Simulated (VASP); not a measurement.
# Ti (P6_3/mmc) in VASP: further runs

Runs on Ti. Level: PBE. Tasks: electric field gradients.

Program: VASP 6.6.1. These are calculated values, not measurements. Logs are shortened: lines on timing, memory, paths and dates and some standing lists are left out, and cuts for length are marked.

## Step 1: The cell of the first run

It takes space group P6_3/mmc (No. 194, hexagonal). Conventional cell: a = 2.890 Å, b = 2.890 Å, c = 4.591 Å, α = 90.00°, β = 90.00°, γ = 120.00°. Within 3.7 Å of Ti (site symmetry -6m2) lie 12 Ti at 2.84 to 2.89 Å.

## Step 2: Electric field gradients, PBE (volume scaled by 0.9405)

The input, INCAR:

```
SYSTEM = Ti
  PREC = Accurate
  ENCUT = 520
  EDIFF = 1E-8
  ISMEAR = -1
  SIGMA = 0.08
  LREAL = .FALSE.
  LASPH = .TRUE.
  NELM = 80
  ALGO = Normal
  ISIF = 2
  LWAVE = .FALSE.
  LCHARG = .FALSE.
  GGA = PE
  LEFG = .TRUE.
  NBANDS = 19
```

The input, KPOINTS:

```
regular mesh
0
G
  13 13 7
  0 0 0
```

The input, POSCAR:

```
Ti
1.0
    2.8902892058      0.0000000000      0.0000000000
   -1.4451446029      2.5030638765      0.0000000000
    0.0000000000      0.0000000000      4.5911542513
Ti
2
Direct
    0.3333333333      0.6666666667      0.2500000000
    0.6666666667      0.3333333333      0.7500000000
```

Potentials or basis: VASP PAW PBE potentials, release 64 (Ti_sv).

Launch:

```sh
> cat potpaw_PBE.64/Ti_sv/POTCAR > POTCAR
> mpirun -np 1 vasp_std > vasp.out
```

OUTCAR:

```text
SYSTEM = Ti
   PREC = Accurate
   ENCUT = 520
   EDIFF = 1E-8
   ISMEAR = -1
   LREAL = .FALSE.
   LASPH = .TRUE.
   NELM = 80
   ISIF = 2
   GGA = PE

 ion  position               nearest neighbor table
   1  0.333  0.667  0.250-   2 2.84   2 2.84   2 2.84   2 2.84   2 2.84   2 2.84
   2  0.667  0.333  0.750-   1 2.84   1 2.84   1 2.84   1 2.84   1 2.84   1 2.84

  LATTYP: Found a hexagonal cell.
 ALAT       =     2.8902892058
 C/A-ratio  =     1.5884757283

  Lattice vectors:

 A1 = (   2.8902892058,   0.0000000000,   0.0000000000)
 A2 = (  -1.4451446029,   2.5030638765,   0.0000000000)
 A3 = (   0.0000000000,   0.0000000000,   4.5911542513)

Analysis of symmetry for initial positions (statically):
=====================================================================
 Subroutine PRICEL returns:
 Original cell was already a primitive cell.

 Routine SETGRP: Setting up the symmetry group for a
 hexagonal supercell.

 Subroutine GETGRP returns: Found 24 space group operations
 (whereof 12 operations were pure point group operations)
 out of a pool of 24 trial point group operations.

The static configuration has the point symmetry D_3d.
 The point group associated with its full space group is D_6h.

Analysis of symmetry for dynamics (positions and initial velocities):
=====================================================================
 Subroutine PRICEL returns:
 Original cell was already a primitive cell.

 Routine SETGRP: Setting up the symmetry group for a
 hexagonal supercell.

 Subroutine GETGRP returns: Found 24 space group operations
 (whereof 12 operations were pure point group operations)
 out of a pool of 24 trial point group operations.

The dynamic configuration has the point symmetry D_3d.
 The point group associated with its full space group is D_6h.

 Subroutine INISYM returns: Found 24 space group operations
 (whereof 12 operations are pure point group operations),
 and found     1 'primitive' translations

----------------------------------------------------------------------------------------

                                     Primitive cell

  volume of cell :      33.2151

  direct lattice vectors                    reciprocal lattice vectors
     2.890289206  0.000000000  0.000000000     0.345986138  0.199755190  0.000000000
    -1.445144603  2.503063877  0.000000000     0.000000000  0.399510380  0.000000000
     0.000000000  0.000000000  4.591154251     0.000000000  0.000000000  0.217810151

  length of vectors
     2.890289206  2.890289206  4.591154251     0.399510380  0.399510380  0.217810151

  position of ions in fractional coordinates (direct lattice)
     0.333333333  0.666666667  0.250000000
     0.666666667  0.333333333  0.750000000

  ion indices of the primitive-cell ions
   primitive index   ion index
                 1           1
                 2           2

----------------------------------------------------------------------------------------

 KPOINTS: regular mesh

Automatic generation of k-mesh.
 Grid dimensions read from file:
 generate k-points for:   13   13    7

 Generating k-lattice:

  Cartesian coordinates                     Fractional coordinates (reciprocal lattice)
     0.026614318  0.015365784  0.000000000     0.076923077  0.000000000  0.000000000
     0.000000000  0.030731568  0.000000000     0.000000000  0.076923077  0.000000000
     0.000000000  0.000000000  0.031115736     0.000000000  0.000000000  0.142857143

  Length of vectors
     0.030731568  0.030731568  0.031115736

  Shift w.r.t. Gamma in fractional coordinates (k-lattice)
     0.000000000  0.000000000  0.000000000

 Subroutine IBZKPT returns following result:
 ===========================================

 Found     84 irreducible k-points:

 Following reciprocal coordinates:
            Coordinates               Weight
  0.000000  0.000000  0.000000      1.000000
  0.076923  0.000000  0.000000      6.000000
  0.153846  0.000000  0.000000      6.000000
  0.230769 -0.000000  0.000000      6.000000
  0.307692  0.000000  0.000000      6.000000
  0.384615 -0.000000  0.000000      6.000000
[... 16 lines left out ...]
  0.076923  0.000000  0.142857     12.000000
  0.153846  0.000000  0.142857     12.000000
 [... further k-points ...]
   k-points           NKPTS =     84   k-points in BZ     NKDIM =     84   number of bands    NBANDS=     19
   number of dos      NEDOS =    301   number of ions     NIONS =      2
   total plane-waves  NPLWV =  20736
   dimension x,y,z NGX =    24 NGY =   24 NGZ =   36
   dimension x,y,z NGXF=    48 NGYF=   48 NGZF=   72
   ions per type =               2
   NGX,Y,Z   is equivalent  to a cutoff of  13.80, 13.80, 13.04 a.u.
   NGXF,Y,Z  is equivalent  to a cutoff of  27.61, 27.61, 26.07 a.u.
 SYSTEM =  Ti
   PREC   = accura    normal or accurate (medium, high low for compatibility)
   ISTART =      0    job   : 0-new  1-cont  2-samecut
   ICHARG =      2    charge: 1-file 2-atom 10-const
   ISPIN  =      1    spin polarized calculation?
   LNONCOLLINEAR =      F non collinear calculations
   LSORBIT =      F    spin-orbit coupling
   LASPH  =      T    aspherical Exc in radial PAW
   ENCUT  =  520.0 eV  38.22 Ry    6.18 a.u.   5.37  5.37  8.54*2*pi/ulx,y,z
   NELM   =     80;   NELMIN=  2; NELMDL= -5     # of ELM steps
   EDIFF  = 0.1E-07   stopping-criterion for ELM
   LREAL  =      F    real-space projection
   EDIFFG = 0.1E-06   stopping-criterion for IOM
   NSW    =      0    number of steps for IOM
   IBRION =     -1    ionic relax: 0-MD 1-quasi-New 2-CG
   NFREE  =      0    steps in history (QN), initial steepest desc. (CG)
   ISIF   =      2    stress and relaxation
   ISYM   =      2    0-nonsym 1-usesym 2-fastsym
   POTIM  = 0.5000    time-step for ionic-motion
   TEBEG  =    0.0;   TEEND  =   0.0 temperature during run
   PSTRESS=    0.0 pullay stress
   NELECT =      24.0000    total number of electrons
   NUPDOWN=      -1.0000    fix difference up-down
   EMIN   =  10.00;   EMAX   =-10.00  energy-range for DOS
   EFERMI =   0.00;   METHOD = LEGACY
   ISMEAR =    -1;   SIGMA  =   0.08  broadening in eV -4-tet -1-fermi 0-gaus
   EFERMI_NEDOS =   21; number of points for ismear=-14 and -15
   IALGO  =     38    algorithm
   IMIX   =      4    mixing-type and parameters
     AMIX     =   0.40;   BMIX     =  1.00
     AMIX_MAG =   1.60;   BMIX_MAG =  1.00
  volume/ion in A,a.u.               =      16.61       112.07
  Fermi-wavevector in a.u.,A,eV,Ry     =   1.469040  2.776083 29.362430  2.158078
  Thomas-Fermi vector in A             =   2.584465
   LORBIT       =      0    0 simple, 1 ext, 2 COOP (PROOUT), +10 PAW based schemes
   GGA     = PE    functional components
   LHFCALC =     F    Hartree Fock is set to
   AEXX    =    0.0000 exact exchange contribution
   IVDW    =     0    specifies the selected vdW correction
   LEPSILON=     F    determine dielectric tensor
   LRPA    =     F    only Hartree local field effects (RPA)
 non-spin polarized calculation
  energy-cutoff  :      520.00
  volume of cell :       33.22
 maximum number of plane-waves:       911
 NGX is ok and might be reduce to    24
   NGX = 11   NGY = 11   NGZ = 17

 number of electron      24.0000001 magnetization

 Free energy of the ion-electron system (eV)
  ---------------------------------------------------
  ext. energy  EPLUGINS =         0.00000000
  ---------------------------------------------------
  free energy    TOTEN  =       -15.66938336 eV

  energy without entropy =      -15.62363500  energy(sigma->0) =      -15.64650918

 E-fermi :   8.8102     XC(G=0): -11.7100

 val. band max:        8.8052348730   @ k =   0.0769   0.0769   0.4286
 cond. band min:       8.8105051403   @ k =   0.0000   0.0000   0.4286
 fundamental gap:      0.0052702673
 Fermi energy:         8.8101653155

 k-point     1 :       0.0000    0.0000    0.0000
  band No.  band energies     occupation
      1     -47.9635      2.00000
      2     -47.8015      2.00000
      3     -24.5989      2.00000
      4     -23.8671      2.00000
      5     -23.8671      2.00000
      6     -23.7857      2.00000
[... 11 lines left out ...]
     18      10.5419      0.00000
     19      12.1513      0.00000

 k-point     2 :       0.0769    0.0000    0.0000
  band No.  band energies     occupation
      1     -47.9565      2.00000
      2     -47.7986      2.00000
      3     -24.5839      2.00000
      4     -23.8983      2.00000
      5     -23.8775      2.00000
      6     -23.7919      2.00000
[... 476 lines left out ...]
 k-point    24 :       0.1538    0.0000    0.1429
  band No.  band energies     occupation
      1     -47.9297      2.00000
      2     -47.7984      2.00000
      3     -24.5101      2.00000
      4     -23.9765      2.00000
      5     -23.9145      2.00000
      6     -23.8986      2.00000
[... 11 lines left out ...]
     18      10.6989      0.00000
     19      12.2958      0.00000

 [... further k-points ...]
[... 5 lines left out ...]
  --------------------------------------------------------------------------------------
  -------------------------------------------------------------------------------------
  Total        1.1157496      1.1157496      1.0736448      0.0000000      0.0000000      0.0000000
  in kB       53.8198146     53.8198146     51.7888281      0.0000000      0.0000000      0.0000000
  external PRESSURE =      53.1428191 kB  Pullay stress =       0.0000000 kB

 VOLUME and BASIS-vectors are now :
 -----------------------------------------------------------------------------
  energy-cutoff  :      520.00
  volume of cell :       33.22
      direct lattice vectors                 reciprocal lattice vectors
     2.890289206  0.000000000  0.000000000     0.345986138  0.199755190  0.000000000
    -1.445144603  2.503063877  0.000000000     0.000000000  0.399510380  0.000000000
     0.000000000  0.000000000  4.591154251     0.000000000  0.000000000  0.217810151

 POSITION                                       TOTAL-FORCE (eV/Angst)
 -----------------------------------------------------------------------------------
     -0.00000      1.66871      1.14779        -0.000000      0.000000      0.000000
      1.44514      0.83435      3.44337         0.000000     -0.000000      0.000000
 -----------------------------------------------------------------------------------
    total drift:                               -0.000000      0.000000     -0.000000

  FREE ENERGIE OF THE ION-ELECTRON SYSTEM (eV)
  ---------------------------------------------------
  free  energy   TOTEN  =       -15.6693833578 eV

  energy  without entropy=      -15.6236349955  energy(sigma->0) =      -15.64650918

 Electric field gradients (V/A^2)
---------------------------------------------------------------------
 ion       V_xx      V_yy      V_zz      V_xy      V_xz      V_yz
---------------------------------------------------------------------
   1      -9.509    -9.508    19.016     0.001     0.000    -0.000
   2      -9.509    -9.508    19.016     0.001    -0.000     0.000
---------------------------------------------------------------------

 Electric field gradients after diagonalization (V/A^2)
 (convention: |V_zz| > |V_xx| > |V_yy|)
----------------------------------------------------------------------
 ion       V_xx      V_yy      V_zz     asymmetry (V_yy - V_xx)/ V_zz
----------------------------------------------------------------------
   1      -9.509    -9.507    19.016       0.000
   2      -9.509    -9.507    19.016       0.000
----------------------------------------------------------------------

           NMR quadrupolar parameters

 Cq : quadrupolar parameter    Cq=e*Q*V_zz/h
 eta: asymmetry parameters     (V_yy - V_xx)/ V_zz
 Q  : nuclear electric quadrupole moment in mb (millibarn)
----------------------------------------------------------------------
 ion       Cq(MHz)       eta       Q (mb)
----------------------------------------------------------------------
   1       0.046       0.000       1.000
   2       0.046       0.000       1.000
----------------------------------------------------------------------
```

It took 42 s on 1 thread of Intel Xeon 6975P-C, shared host; peak memory 0.18 GiB.

What came out:

```
Free energy            : -15.6694 eV
Pressure               : 5.3 GPa
Band gap on the k mesh : zero (band 12 reaches 9.62 eV, above the bottom of band 13 at 8.48 eV)
```

Stress tensor (GPa, compression positive):
```
5.38 0.00 0.00
0.00 5.38 0.00
0.00 0.00 5.18
```

Electric field gradients, principal values (V/Å²):
```
atom   least  middle  greatest (by size)
1 Ti  -9.507  -9.509              19.016
2 Ti  -9.507  -9.509              19.016
```

Caveat: without QUAD_EFG the Cq values of the log hold for a quadrupole moment of 1 mb, not for the nuclei.

(Continued in part 2 of 3.)
